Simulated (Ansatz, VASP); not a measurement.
## One calculation of Zn3Cd2S5, two programs

```
Zn Cd S
1.0
     0.00000   -3.96222    0.00000
     3.96222    0.00000    0.00000
    -1.98111    1.98111   14.24050
Zn Cd S
3 2 5
Direct
  0.59234 0.59234 0.18467
  0.00000 0.00000 0.00000
  0.40766 0.40766 0.81533
  0.80578 0.80578 0.61157
  0.19422 0.19422 0.38843
  0.25000 0.75000 0.50000
  0.63815 0.13815 0.27629
  0.04615 0.54615 0.09229
  0.45385 0.95385 0.90771
  0.86185 0.36185 0.72371
```

Alike in both runs: task single point; functional PBE; k mesh 4 × 4 × 4; occupations gaussian, width 0.1 eV; no spin polarisation.

|  | VASP | Ansatz |
| --- | --- | --- |
| version | VASP 6.6.1 | Ansatz 0.2.0 |
| potentials or method | VASP PAW PBE potentials, release 64 (Zn, Cd, S), cutoff 520 eV | scalar-relativistic, plane waves, PAW |
| valence electrons in the cell | 90 | 106 |

Ansatz gave:

```
gap on the k mesh at the Fermi level (eV)                     : 1.44
least direct gap on the mesh (eV)                             : 1.44
pressure (GPa)                                                : 0.1
traceless stress, the component that is largest in VASP (GPa) : -0.16
rms of the force components (eV/Å)                            : 0.002
```

Problem. What did VASP give for the same quantities?

Solution. gap on the k mesh at the Fermi level (eV): 1.45; least direct gap on the mesh (eV): 1.45; pressure (GPa): 0.3; traceless stress, the component that is largest in VASP (GPa): -0.15; rms of the force components (eV/Å): 0.007.

Atom by atom the forces differ by 0.006 eV/Å (rms over components). VASP's potentials hold 90 valence electrons a cell and Ansatz's 106, so a difference there can come from the potentials and not from the codes.
